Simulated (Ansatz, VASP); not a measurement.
## SrTa2O2 in VASP and in Ansatz

```
Sr Ta O
1.0
     3.08483   -3.08483    2.80846
    -3.08483   -3.08483    2.80846
     0.00000   -6.16967   -5.61693
Sr Ta O
2 4 4
Direct
  0.00000 0.00000 0.00000
  0.50000 0.50000 0.50000
  0.75000 0.75000 0.75000
  0.25000 0.25000 0.25000
  0.50000 0.50000 0.00000
  0.00000 0.00000 0.50000
  0.30985 0.30985 0.69015
  0.80985 0.80985 0.19015
  0.19015 0.19015 0.80985
  0.69015 0.69015 0.30985
```

Alike in both runs: task single point; functional PBE; k mesh 4 × 4 × 4; occupations gaussian, width 0.2 eV; no spin polarisation.

```csv
,VASP,Ansatz
version,VASP 6.6.1,Ansatz 0.2.0
potentials or method,"VASP PAW PBE potentials, release 64 (Sr_sv, Ta_pv, O), cutoff 600 eV","scalar-relativistic, plane waves, PAW"
valence electrons in the cell,88,96
```

```tsv
	VASP	Ansatz	Ansatz less VASP
gap on the k mesh at the Fermi level (eV)	none	none	-
pressure (GPa)	0.5	0.0	-0.44
traceless stress, the component that is largest in VASP (GPa)	1.36	0.44	-0.921
rms of the force components (eV/Å)	0.044	0.026	-0.0184
```

Atom by atom the forces differ by 0.070 eV/Å (rms over components). A gap of «none» marks a metal or a gap that the smearing closes. VASP's potentials hold 88 valence electrons a cell and Ansatz's 96, so a difference there can come from the potentials and not from the codes.

Neither program's run includes spin-orbit coupling.
